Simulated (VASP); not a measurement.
# CdTe (F-43m) in VASP: further runs

Runs on CdTe. Level: PBEsol. Tasks: single point, relaxation of cell and atoms.

Program: VASP 6.6.1. These are calculated values, not measurements. Logs are shortened: lines on timing, memory, paths and dates and some standing lists are left out, and cuts for length are marked.

## Step 1: The cell of the first run

Symmetry: F-43m, No. 216, cubic system. The conventional cell has a = 6.397 Å, b = 6.397 Å, c = 6.397 Å, α = 90.00°, β = 90.00°, γ = 90.00°. Cd (site symmetry -43m) has 4 Te at 2.77 Å within 3.7 Å. Within 3.7 Å of Te (site symmetry -43m) lie 4 Cd at 2.77 Å.

## Step 2: Single point, PBEsol

INCAR reads:

```
PREC = Accurate
ENCUT = 520
EDIFF = 1E-6
ISMEAR = 0
SIGMA = 0.01
LREAL = F
LASPH = T
NELM = 100
ALGO = Normal
ISIF = 2
LWAVE = F
LCHARG = F
GGA = PS
NBANDS = 16
```

KPOINTS reads:

```
Automatic mesh
0
Gamma
  6 6 6
```

POSCAR reads:

```
CdTe
1.0
    0.0000000000      3.1984000893      3.1984000893
    3.1984000893      0.0000000000      3.1984000893
    3.1984000893      3.1984000893      0.0000000000
Cd Te
1 1
Direct
    0.0000000000      0.0000000000      0.0000000000
    0.7500000000      0.7500000000      0.7500000000
```

Potentials or basis: VASP PAW PBE potentials, release 64 (Cd, Te).

On the command line:

```sh
$ cat potpaw_PBE.64/Cd/POTCAR potpaw_PBE.64/Te/POTCAR > POTCAR
$ mpirun -np 1 vasp_std > vasp.out
```

OUTCAR:

```text
PREC = Accurate
   ENCUT = 520
   EDIFF = 1E-6
   ISMEAR = 0
   LREAL = F
   LASPH = T
   NELM = 100
   ISIF = 2
   GGA = PS

 ion  position               nearest neighbor table
   1  0.000  0.000  0.000-   2 2.77   2 2.77   2 2.77   2 2.77
   2  0.750  0.750  0.750-   1 2.77   1 2.77   1 2.77   1 2.77

  LATTYP: Found a face centered cubic cell.
 ALAT       =     6.3968001786

  Lattice vectors:

 A1 = (   0.0000000000,   3.1984000893,   3.1984000893)
 A2 = (   3.1984000893,   0.0000000000,   3.1984000893)
 A3 = (   3.1984000893,   3.1984000893,   0.0000000000)

Analysis of symmetry for initial positions (statically):
=====================================================================
 Subroutine PRICEL returns:
 Original cell was already a primitive cell.

 Routine SETGRP: Setting up the symmetry group for a
 face centered cubic supercell.

 Subroutine GETGRP returns: Found 24 space group operations
 (whereof 24 operations were pure point group operations)
 out of a pool of 48 trial point group operations.

The static configuration has the point symmetry T_d .

Analysis of symmetry for dynamics (positions and initial velocities):
=====================================================================
 Subroutine PRICEL returns:
 Original cell was already a primitive cell.

 Routine SETGRP: Setting up the symmetry group for a
 face centered cubic supercell.

 Subroutine GETGRP returns: Found 24 space group operations
 (whereof 24 operations were pure point group operations)
 out of a pool of 48 trial point group operations.

The dynamic configuration has the point symmetry T_d .

 Subroutine INISYM returns: Found 24 space group operations
 (whereof 24 operations are pure point group operations),
 and found     1 'primitive' translations

----------------------------------------------------------------------------------------

                                     Primitive cell

  volume of cell :      65.4378

  direct lattice vectors                    reciprocal lattice vectors
     0.000000000  3.198400089  3.198400089    -0.156328160  0.156328160  0.156328160
     3.198400089  0.000000000  3.198400089     0.156328160 -0.156328160  0.156328160
     3.198400089  3.198400089  0.000000000     0.156328160  0.156328160 -0.156328160

  length of vectors
     4.523220784  4.523220784  4.523220784     0.270768315  0.270768315  0.270768315

  position of ions in fractional coordinates (direct lattice)
     0.000000000  0.000000000  0.000000000
     0.750000000  0.750000000  0.750000000

  ion indices of the primitive-cell ions
   primitive index   ion index
                 1           1
                 2           2

----------------------------------------------------------------------------------------

 KPOINTS: Automatic mesh

Automatic generation of k-mesh.
 Grid dimensions read from file:
 generate k-points for:    6    6    6

 Generating k-lattice:

  Cartesian coordinates                     Fractional coordinates (reciprocal lattice)
    -0.026054693  0.026054693  0.026054693     0.166666667  0.000000000  0.000000000
     0.026054693 -0.026054693  0.026054693     0.000000000  0.166666667  0.000000000
     0.026054693  0.026054693 -0.026054693     0.000000000  0.000000000  0.166666667

  Length of vectors
     0.045128053  0.045128053  0.045128053

  Shift w.r.t. Gamma in fractional coordinates (k-lattice)
     0.000000000  0.000000000  0.000000000

 Subroutine IBZKPT returns following result:
 ===========================================

 Found     16 irreducible k-points:

 Following reciprocal coordinates:
            Coordinates               Weight
  0.000000  0.000000  0.000000      1.000000
  0.166667  0.000000  0.000000      8.000000
  0.333333  0.000000  0.000000      8.000000
  0.500000  0.000000  0.000000      4.000000
  0.166667  0.166667  0.000000      6.000000
  0.333333  0.166667  0.000000     24.000000
[... 8 lines left out ...]
 -0.333333  0.333333  0.166667     24.000000
 -0.333333  0.500000  0.166667     12.000000
   k-points           NKPTS =     16   k-points in BZ     NKDIM =     16   number of bands    NBANDS=     16
   number of dos      NEDOS =    301   number of ions     NIONS =      2
   total plane-waves  NPLWV =  46656
   dimension x,y,z NGX =    36 NGY =   36 NGZ =   36
   dimension x,y,z NGXF=    72 NGYF=   72 NGZF=   72
   ions per type =               1   1
   NGX,Y,Z   is equivalent  to a cutoff of  13.23, 13.23, 13.23 a.u.
   NGXF,Y,Z  is equivalent  to a cutoff of  26.46, 26.46, 26.46 a.u.
 SYSTEM =  unknown system
   PREC   = accura    normal or accurate (medium, high low for compatibility)
   ISTART =      0    job   : 0-new  1-cont  2-samecut
   ICHARG =      2    charge: 1-file 2-atom 10-const
   ISPIN  =      1    spin polarized calculation?
   LNONCOLLINEAR =      F non collinear calculations
   LSORBIT =      F    spin-orbit coupling
   LASPH  =      T    aspherical Exc in radial PAW
   ENCUT  =  520.0 eV  38.22 Ry    6.18 a.u.   8.41  8.41  8.41*2*pi/ulx,y,z
   NELM   =    100;   NELMIN=  2; NELMDL= -5     # of ELM steps
   EDIFF  = 0.1E-05   stopping-criterion for ELM
   LREAL  =      F    real-space projection
   EDIFFG = 0.1E-04   stopping-criterion for IOM
   NSW    =      0    number of steps for IOM
   IBRION =     -1    ionic relax: 0-MD 1-quasi-New 2-CG
   NFREE  =      0    steps in history (QN), initial steepest desc. (CG)
   ISIF   =      2    stress and relaxation
   ISYM   =      2    0-nonsym 1-usesym 2-fastsym
   POTIM  = 0.5000    time-step for ionic-motion
   TEBEG  =    0.0;   TEEND  =   0.0 temperature during run
   PSTRESS=    0.0 pullay stress
   NELECT =      18.0000    total number of electrons
   NUPDOWN=      -1.0000    fix difference up-down
   EMIN   =  10.00;   EMAX   =-10.00  energy-range for DOS
   EFERMI =   0.00;   METHOD = LEGACY
   ISMEAR =     0;   SIGMA  =   0.01  broadening in eV -4-tet -1-fermi 0-gaus
   EFERMI_NEDOS =   21; number of points for ismear=-14 and -15
   IALGO  =     38    algorithm
   IMIX   =      4    mixing-type and parameters
     AMIX     =   0.40;   BMIX     =  1.00
     AMIX_MAG =   1.60;   BMIX_MAG =  1.00
  volume/ion in A,a.u.               =      32.72       220.80
  Fermi-wavevector in a.u.,A,eV,Ry     =   1.064689  2.011971 15.423064  1.133563
  Thomas-Fermi vector in A             =   2.200216
   LORBIT       =      0    0 simple, 1 ext, 2 COOP (PROOUT), +10 PAW based schemes
   GGA     = PS    functional components
   LHFCALC =     F    Hartree Fock is set to
   AEXX    =    0.0000 exact exchange contribution
   IVDW    =     0    specifies the selected vdW correction
   LEPSILON=     F    determine dielectric tensor
   LRPA    =     F    only Hartree local field effects (RPA)
 non-spin polarized calculation
 Gauss-broadening in eV      SIGMA  =   0.01
  energy-cutoff  :      520.00
  volume of cell :       65.44
 maximum number of plane-waves:      1807
 NGX is ok and might be reduce to    36
   NGX = 17   NGY = 17   NGZ = 17

 number of electron      17.9999997 magnetization

 Free energy of the ion-electron system (eV)
  ---------------------------------------------------
  ext. energy  EPLUGINS =         0.00000000
  ---------------------------------------------------
  free energy    TOTEN  =        -5.46296277 eV

  energy without entropy =       -5.46296277  energy(sigma->0) =       -5.46296277

 E-fermi :   2.6478     XC(G=0):  -8.9550

 val. band max:        2.5805243590   @ k =   0.0000   0.0000   0.0000
 cond. band min:       3.3584276155   @ k =   0.0000   0.0000   0.0000
 fundamental gap:      0.7779032565
 Fermi energy:         2.6478299932

 k-point     1 :       0.0000    0.0000    0.0000
  band No.  band energies     occupation
      1      -8.8658      2.00000
      2      -5.8256      2.00000
      3      -5.8256      2.00000
      4      -5.8256      2.00000
      5      -5.5303      2.00000
      6      -5.5303      2.00000
[... 8 lines left out ...]
     15      11.9929      0.00000
     16      11.9929      0.00000

 k-point     2 :       0.1667    0.0000    0.0000
  band No.  band energies     occupation
      1      -8.7546      2.00000
      2      -5.8044      2.00000
      3      -5.8044      2.00000
      4      -5.7404      2.00000
      5      -5.5318      2.00000
      6      -5.5318      2.00000
[... 8 lines left out ...]
     15      11.0160      0.00000
     16      11.0160      0.00000

 k-point     3 :       0.3333    0.0000    0.0000
  band No.  band energies     occupation
      1      -8.5309      2.00000
      2      -5.7681      2.00000
      3      -5.7681      2.00000
      4      -5.5274      2.00000
      5      -5.5274      2.00000
      6      -5.4392      2.00000
[... 8 lines left out ...]
     15      11.4531      0.00000
     16      11.4531      0.00000

 k-point     4 :       0.5000    0.0000    0.0000
  band No.  band energies     occupation
      1      -8.4208      2.00000
      2      -5.7541      2.00000
      3      -5.7541      2.00000
      4      -5.5203      2.00000
      5      -5.5203      2.00000
      6      -5.1512      2.00000
[... 8 lines left out ...]
     15      12.9335      0.00000
     16      12.9335      0.00000
[... 172 lines left out ...]
 k-point    14 :       0.5000    0.3333    0.1667
  band No.  band energies     occupation
      1      -8.3893      2.00000
      2      -5.7173      2.00000
      3      -5.7098      2.00000
      4      -5.5806      2.00000
      5      -5.5165      2.00000
      6      -5.1997      2.00000
[... 8 lines left out ...]
     15      12.9186      0.00000
     16      14.1353      0.00000

 k-point    15 :      -0.3333    0.3333    0.1667
  band No.  band energies     occupation
      1      -8.3203      2.00000
      2      -5.7094      2.00000
      3      -5.6926      2.00000
      4      -5.5593      2.00000
      5      -5.5280      2.00000
      6      -4.9814      2.00000
[... 8 lines left out ...]
     15      13.1046      0.00000
     16      13.9099      0.00000

 k-point    16 :      -0.3333    0.5000    0.1667
  band No.  band energies     occupation
      1      -8.2866      2.00000
      2      -5.6801      2.00000
      3      -5.6744      2.00000
      4      -5.5861      2.00000
      5      -5.5167      2.00000
      6      -4.9270      2.00000
[... 8 lines left out ...]
     15      13.7865      0.00000
     16      14.0019      0.00000

------------------------ aborting loop because EDIFF is reached ----------------------------------------

  FORCE on cell =-STRESS in cart. coord.  units (eV):
  Direction    XX          YY          ZZ          XY          YZ          ZX
  --------------------------------------------------------------------------------------
  -------------------------------------------------------------------------------------
  Total        0.8926432      0.8926432      0.8926432      0.0000000      0.0000000     -0.0000000
  in kB       21.8554681     21.8554681     21.8554681      0.0000000      0.0000000     -0.0000000
  external PRESSURE =      21.8554681 kB  Pullay stress =       0.0000000 kB

 VOLUME and BASIS-vectors are now :
 -----------------------------------------------------------------------------
  energy-cutoff  :      520.00
  volume of cell :       65.44
      direct lattice vectors                 reciprocal lattice vectors
     0.000000000  3.198400089  3.198400089    -0.156328160  0.156328160  0.156328160
     3.198400089  0.000000000  3.198400089     0.156328160 -0.156328160  0.156328160
     3.198400089  3.198400089  0.000000000     0.156328160  0.156328160 -0.156328160

 POSITION                                       TOTAL-FORCE (eV/Angst)
 -----------------------------------------------------------------------------------
      0.00000      0.00000      0.00000        -0.000000      0.000000     -0.000000
      4.79760      4.79760      4.79760         0.000000     -0.000000      0.000000
 -----------------------------------------------------------------------------------
    total drift:                                0.000000      0.000000      0.000000

  FREE ENERGIE OF THE ION-ELECTRON SYSTEM (eV)
  ---------------------------------------------------
  free  energy   TOTEN  =        -5.4629627731 eV

  energy  without entropy=       -5.4629627731  energy(sigma->0) =       -5.46296277
```

Run time: 19 s. Hardware: 1 thread of Intel Xeon 6975P-C (Granite Rapids), shared host; peak memory 0.2 GiB.

What came out:

- Free energy: -5.4630 eV
- Pressure: 2.2 GPa
- Band gap on the k mesh: 0.78 eV, direct

Caveat: the PAW data sets were made with another functional, which shifts forces and pressure a little; spin-orbit coupling is left out, which moves the levels of the heavy elements.

## Step 3: Relaxation of cell and atoms, PBEsol, target pressure 1 GPa, at which the enthalpy is minimised

This run uses another cell than the first one, of 34.16 Å³/atom, 1.044 times its volume.

INCAR reads:

```
SYSTEM = CdTe
  PREC = Accurate
  ENCUT = 600
  EDIFF = 1E-6
  ISMEAR = 0
  SIGMA = 0.01
  LREAL = .False.
  LASPH = .True.
  NELM = 60
  ALGO = Normal
  ISIF = 3
  LWAVE = .False.
  LCHARG = .False.
  GGA = PS
  IBRION = 2
  NSW = 100
  EDIFFG = -0.002
  PSTRESS = 10.0
```

KPOINTS reads:

```
regular mesh
0
Gamma
  6 6 6
  0 0 0
```

POSCAR reads:

```
CdTe
1.0
    0.0000000000      3.2446940540      3.2446940540
    3.2446940540      0.0000000000      3.2446940540
    3.2446940540      3.2446940540      0.0000000000
Cd Te
1 1
Direct
    0.0000000000      0.0000000000      0.0000000000
    0.7500000000      0.7500000000      0.7500000000
```

Potentials or basis: VASP PAW PBE potentials, release 64 (Cd, Te).

On the command line:

```sh
$ cat potpaw_PBE.64/Cd/POTCAR potpaw_PBE.64/Te/POTCAR > POTCAR
$ mpirun -np 1 vasp_std > vasp.out
```

Run time: 87 s. Hardware: 1 thread of Intel Xeon 6975P-C (Granite Rapids), shared host; peak memory 0.23 GiB.

The run converged. Its results:

* Free energy: -5.4789 eV
* Relaxed volume: 33.50 Å³/atom
* Relaxed cell: a = 4.559 Å, b = 4.559 Å, c = 4.559 Å, α = 60.00°, β = 60.00°, γ = 60.00°
* Space group after relaxing (to 0.05 Å): F-43m (No. 216)
* Energy change on relaxing (the enthalpy is what falls): +2.3 meV/atom
* Ionic steps: 13
* Pressure after relaxing: 1.0 GPa
* Band gap on the k mesh: 0.71 eV, direct

Step by step:
| step | energy change (eV) | largest force (eV/Å) | pressure (GPa) | volume (Å³) |
| --- | --- | --- | --- | --- |
| 1 | 0.0000 | 0.0000 | 0.14 | 68.32 |
| 2 | 0.0081 | 0.0000 | 1.34 | 66.52 |
| 3 | 0.0046 | 0.0000 | 1.04 | 66.99 |
| 4 | 0.0043 | 0.0000 | 0.96 | 67.05 |
| 5 | 0.0044 | 0.0000 | 0.97 | 67.02 |
| 6 | 0.0045 | 0.0000 | 0.98 | 67.02 |
| 7 | 0.0045 | 0.0000 | 0.98 | 67.02 |
| 8 | 0.0045 | 0.0000 | 0.99 | 67.02 |
| 9 | 0.0045 | 0.0000 | 0.98 | 67.02 |
| 10 | 0.0045 | 0.0000 | 0.98 | 67.01 |
| 11 | 0.0045 | 0.0000 | 0.98 | 67.01 |
| 12 | 0.0045 | 0.0000 | 0.98 | 67.01 |
| 13 | 0.0046 | 0.0000 | 1.00 | 67.00 |

Final structure:
```
Cd Te
1.0
     0.00000    3.22362    3.22362
     3.22362    0.00000    3.22362
     3.22362    3.22362    0.00000
Cd Te
1 1
Cartesian
  0.0000 0.0000 0.0000
  4.8354 4.8354 4.8354
```

Levels at points of the mesh, in eV from the valence-band top:
```csv
k point,band 7,band 8,band 9,band 10,band 11,band 12
"(0.00, 0.00, 0.00)",0.00,0.00,0.00,0.71,4.53,4.53
"(0.50, 0.00, 0.00)",-4.57,-0.81,-0.81,1.74,5.12,5.12
"(0.50, 0.50, 0.00)",-4.43,-1.94,-1.94,2.45,2.59,8.81
```

Caveat: the cell is relaxed towards a set pressure, so the enthalpy falls and the energy may rise; the PAW data sets were made with another functional, which shifts forces and pressure a little; spin-orbit coupling is left out, which moves the levels of the heavy elements.

## Step 4: Relaxation of cell and atoms, PBEsol, target pressure 2 GPa, at which the enthalpy is minimised

This run uses another cell than the first one, of 34.16 Å³/atom, 1.044 times its volume.

INCAR reads:

```
SYSTEM = CdTe
ALGO     = Normal         ! electronic algorithm
EDIFF    = 1E-6           ! SCF threshold, eV
EDIFFG   = -0.002         ! ionic threshold
ENCUT    = 600            ! plane-wave cutoff, eV
GGA      = PS             ! functional
IBRION   = 2              ! ionic algorithm
ISIF     = 3              ! what is computed and relaxed
ISMEAR   = 0              ! smearing method
LASPH    = .TRUE.         ! aspherical terms in the spheres
LCHARG   = .FALSE.        ! write CHGCAR
LREAL    = .FALSE.        ! projectors in reciprocal space
LWAVE    = .FALSE.        ! write WAVECAR
NELM     = 60             ! most SCF steps
NSW      = 100            ! ionic steps
PREC     = Accurate       ! precision mode
PSTRESS  = 20.0         
SIGMA    = 0.01           ! smearing width, eV
```

KPOINTS reads:

```
k-points
0
G
  6 6 6
  0 0 0
```

POSCAR is that of step 3.

On the command line:

```sh
$ cat potpaw_PBE.64/Cd/POTCAR potpaw_PBE.64/Te/POTCAR > POTCAR
$ mpirun -np 1 vasp_std > vasp.out
```

Run time: 42 s. Hardware: 1 thread of Intel Xeon 6975P-C (Granite Rapids), shared host; peak memory 0.24 GiB.

Results (log left out):

- Free energy: -5.4661 eV
- Relaxed volume: 32.81 Å³/atom
- Relaxed cell: a = 4.527 Å, b = 4.527 Å, c = 4.527 Å, α = 60.00°, β = 60.00°, γ = 60.00°
- Space group after relaxing (to 0.05 Å): F-43m (No. 216)
- Energy change on relaxing (the enthalpy is what falls): +8.7 meV/atom
- Ionic steps: 3
- Pressure after relaxing: 2.0 GPa
- Band gap on the k mesh: 0.77 eV, direct

The path:
```csv
step,energy change (eV),largest force (eV/Å),pressure (GPa),volume (Å³)
1,0.0000,0.0000,0.14,68.32
2,0.0351,0.0000,2.94,64.47
3,0.0174,0.0000,2.01,65.62
```

Final structure:
```
CELL_PARAMETERS angstrom
0.00000 3.20141 3.20141
3.20141 0.00000 3.20141
3.20141 3.20141 0.00000
ATOMIC_POSITIONS crystal
Cd 0.00000 0.00000 0.00000
Te 0.75000 0.75000 0.75000
```

Levels at points of the mesh, in eV from the valence-band top:
| k point | band 7 | band 8 | band 9 | band 10 | band 11 | band 12 |
| --- | --- | --- | --- | --- | --- | --- |
| (0.00, 0.00, 0.00) | 0.00 | 0.00 | 0.00 | 0.77 | 4.51 | 4.51 |
| (0.50, 0.00, 0.00) | -4.69 | -0.84 | -0.84 | 1.76 | 5.11 | 5.11 |
| (0.50, 0.50, 0.00) | -4.53 | -2.02 | -2.02 | 2.40 | 2.58 | 8.93 |

Caveat: the cell is relaxed towards a set pressure, so the enthalpy falls and the energy may rise; the PAW data sets were made with another functional, which shifts forces and pressure a little; spin-orbit coupling is left out, which moves the levels of the heavy elements.

(Continued in part 2 of 2.)
